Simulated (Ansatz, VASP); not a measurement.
# Sb: VASP beside Ansatz

```
Sb
1.0
     3.31468    0.00000    0.00000
    -1.65734    2.87060    0.00000
     0.00000    0.00000   11.22400
Sb
4
Direct
  0.00000 0.00000 0.00000
  0.00000 0.00000 0.50000
  0.33333 0.66667 0.25000
  0.66667 0.33333 0.75000
```

Alike in both runs: task single point; functional LDA; k mesh 13 × 13 × 4; occupations fermi-dirac, width 0.1 eV; no spin polarisation.

|  | VASP | Ansatz |
| --- | --- | --- |
| version | VASP 6.6.1 | Ansatz 0.2.0 |
| potentials or method | VASP PAW LDA potentials, release 64 (Sb), cutoff 520 eV | plane waves (420 eV) with PAW, scalar-relativistic |
| valence electrons in the cell | 20 | 60 |

Ansatz gave:

- pressure (GPa): -2.3
- traceless stress, the component that is largest in VASP (GPa): -0.20

Task: Estimate VASP's values.

Result: Pressure (GPa): -2.3; traceless stress, the component that is largest in VASP (GPa): -0.21.

Ansatz warns that its potentials were made for another functional, while VASP's fit it. LDA's correlation is that of Perdew and Zunger in VASP and of Perdew and Wang (1992) in Ansatz. VASP's potentials hold 20 valence electrons a cell and Ansatz's 60, so a difference there can come from the potentials and not from the codes.

Neither program's run includes spin-orbit coupling.
